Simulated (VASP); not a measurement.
A run of VASP 6.6.1:

The input INCAR:

```
PREC = Accurate
ENCUT = 520
EDIFF = 1E-6
ISMEAR = 0
SIGMA = 0.2
LREAL = False
LASPH = True
NELM = 80
ALGO = Normal
ISIF = 2
LWAVE = False
LCHARG = True
GGA = PE
LELF = True
LVHAR = True
NBANDS = 26
```

The input KPOINTS:

```
regular mesh
0
Gamma
  8 8 2
```

The input POSCAR:

```
LiSc3
1.0
    3.2633354557     -0.0000000033      0.0000000000
   -1.6316677250      2.8261314074      0.0000000000
    0.0000000000      0.0000000000     10.2860235155
Li Sc
1 3
Direct
    0.0000000000      0.0000000000      0.5000000000
    0.0000000000      0.0000000000      0.0000000000
    0.6666666667      0.3333333333      0.7508524727
    0.6666666667      0.3333333333      0.2491475273
```

Potentials or basis: VASP PAW PBE potentials, release 64 (Li_sv, Sc_sv).

Command:

```sh
$ cat potpaw_PBE.64/Li_sv/POTCAR potpaw_PBE.64/Sc_sv/POTCAR > POTCAR
$ mpirun -np 1 vasp_std > vasp.out
```

Hardware: 1 thread of Oxide Virtual Turin-like Processor, with other jobs on the host.

Question: Estimate the wall time of this run.

Answer: It took 43 s on 1 thread of Oxide Virtual Turin-like Processor, with other jobs on the host, peak memory 0.18 GiB. Counts: scf iterations 14, k points 20.
